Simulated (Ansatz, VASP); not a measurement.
**InPd: VASP beside Ansatz**

INCAR

```
SYSTEM = InPd
ALGO = Normal
EDIFF = 1E-6
ENCUT = 520
GGA = CA
ISIF = 2
ISMEAR = -1
LASPH = .True.
LCHARG = .False.
LREAL = .False.
LWAVE = .False.
NBANDS = 18
NELM = 100
PREC = Accurate
SIGMA = 0.05
```

Contents of KPOINTS:

```
k-points
0
Gamma
  8 8 8
  0 0 0
```

POSCAR

```
InPd
1.0
    3.2935535226      0.0000000000      0.0000000000
    0.0000000000      3.2935535226      0.0000000000
    0.0000000000      0.0000000000      3.2935535226
In Pd
1 1
Direct
    0.0000000000      0.0000000000      0.0000000000
    0.5000000000      0.5000000000      0.5000000000
```

The input input.yaml:

```yaml
crystal:
  lattice:
    - [3.2935535226, 0.0, 0.0]
    - [0.0, 3.2935535226, 0.0]
    - [0.0, 0.0, 3.2935535226]
  atoms:
    - { symbol: In, position: [0.0, 0.0, 0.0] }
    - { symbol: Pd, position: [0.5, 0.5, 0.5] }
kpoints:
  mp_grid: { grid: [8, 8, 8] }
scf:
  occupations: { method: fermi_dirac, width: 0.05 }
hamiltonian:
  xc: lda
  pseudopotentials: { kind: all_electron, lapw: { basis_error: 0.001 } }
output:
  forces: true
  stress: true
  eigenvalues: true
```

Change from the starting cell: volume scaled by 1.02.

Alike in both runs: task single point; functional LDA; k mesh 8 × 8 × 8; occupations fermi-dirac, width 0.05 eV; no spin polarisation.

|  | VASP | Ansatz |
| --- | --- | --- |
| version | VASP 6.6.1 | Ansatz 0.2.0 |
| potentials or method | VASP PAW LDA potentials, release 64 (In_d, Pd), cutoff 520 eV | all-electron LAPW, scalar-relativistic |

Ansatz gave:

| Quantity | Value |
| --- | --- |
| gap on the k mesh at the Fermi level (eV) | none |
| pressure (GPa) | -9.1 |

**Question.** Which values does VASP return?

**Answer.** gap on the k mesh at the Fermi level (eV): none; pressure (GPa): -8.8.

LDA's correlation is that of Perdew and Zunger in VASP and of Perdew and Wang (1992) in Ansatz. A gap of «none» marks a metal or a gap that the smearing closes. Ansatz ran all-electron here, and VASP with PAW potentials.
